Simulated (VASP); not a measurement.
Wanted: the native input for a VASP 6.6.1 run.

| Item | Value |
| --- | --- |
| Task | G0W0 quasiparticle levels |
| Functional | PBE |
| Potentials or basis | VASP PAW PBE potentials, release 64 (K_sv_GW, Cl_GW) |
| Cutoff | 500 eV |
| k mesh | 4 × 4 × 4 |
| Occupations | gaussian, width 0.01 eV |
| Spin | no spin polarisation |
| Dipole correction | no |
| GW scheme | G0W0 |
| GW iterations | 1 |
| Cutoff of the response function | 150 |
| Frequency points | 48 |
| Empty bands | 272 |
| Further INCAR settings | ALGO = EVGW0; EDIFF = 1e-08; NBANDS = 280 |

Crystal: KCl.

```xyz
2
Lattice="0.0000 3.1448 3.3021 3.1448 0.0000 3.3021 3.1448 3.1448 0.0000" Properties=species:S:1:pos:R:3 pbc="T T T"
K     0.0000    0.0000    0.0000
Cl    3.1448    3.1448    3.3021
```

The input as run:

POSCAR

```
KCl
1.0
    0.0000000000      3.1448483123      3.3020907279
    3.1448483123      0.0000000000      3.3020907279
    3.1448483123      3.1448483123      0.0000000000
K Cl
1 1
Direct
    0.0000000000      0.0000000000      0.0000000000
    0.5000000000      0.5000000000      0.5000000000
```

INCAR.step1

```
SYSTEM = KCl
PREC = Accurate ; ENCUT = 500
EDIFF = 1E-8 ; ISMEAR = 0
SIGMA = 0.01 ; LREAL = .False.
LASPH = .True. ; NELM = 100
ALGO = Normal ; LWAVE = .True.
LCHARG = .False. ; GGA = PE
```

INCAR.step2

```
SYSTEM = KCl
PREC = Accurate ; ENCUT = 500
EDIFF = 1E-8 ; ISMEAR = 0
SIGMA = 0.01 ; LREAL = .False.
LASPH = .True. ; NELM = 1
ALGO = Exact ; LWAVE = .True.
LCHARG = .False. ; GGA = PE
NBANDS = 280 ; LOPTICS = .True.
ISTART = 1
```

INCAR.step3

```
SYSTEM = KCl
PREC = Accurate ; ENCUT = 500
EDIFF = 1E-8 ; ISMEAR = 0
SIGMA = 0.01 ; LREAL = .False.
LASPH = .True. ; ALGO = EVGW0
LWAVE = .False. ; LCHARG = .False.
GGA = PE ; NELMGW = 1
NBANDS = 280 ; ENCUTGW = 150.0
NOMEGA = 48 ; PRECFOCK = Fast
ISTART = 1 ; NBANDSGW = 16
```

KPOINTS

```
regular mesh
0
Gamma
  4 4 4
  0 0 0
```

Potentials or basis: VASP PAW PBE potentials, release 64 (K_sv_GW, Cl_GW).

Command:

```console
$ cat potpaw_PBE.64/K_sv_GW/POTCAR potpaw_PBE.64/Cl_GW/POTCAR > POTCAR
$ cp INCAR.step1 INCAR
$ mpirun -np 1 vasp_std > vasp.out
$ cp INCAR.step2 INCAR
$ mpirun -np 1 vasp_std > vasp.out
$ cp INCAR.step3 INCAR
$ mpirun -np 1 vasp_std > vasp.out
```

Results of the run:

The band gap on the k mesh, mean-field level is 5.02 eV, direct, the quasiparticle gap is 7.84 eV and the least direct quasiparticle gap is 7.84 eV.

Caveat: the k points lie up to 0.43 Å⁻¹ apart; bands, screening cutoff and mesh are small and nothing is extrapolated, so the quasiparticle values aren't converged.

Run time: 15 min on 1 thread of Intel Xeon 6975P-C, on a shared host, peak memory 1 GiB.
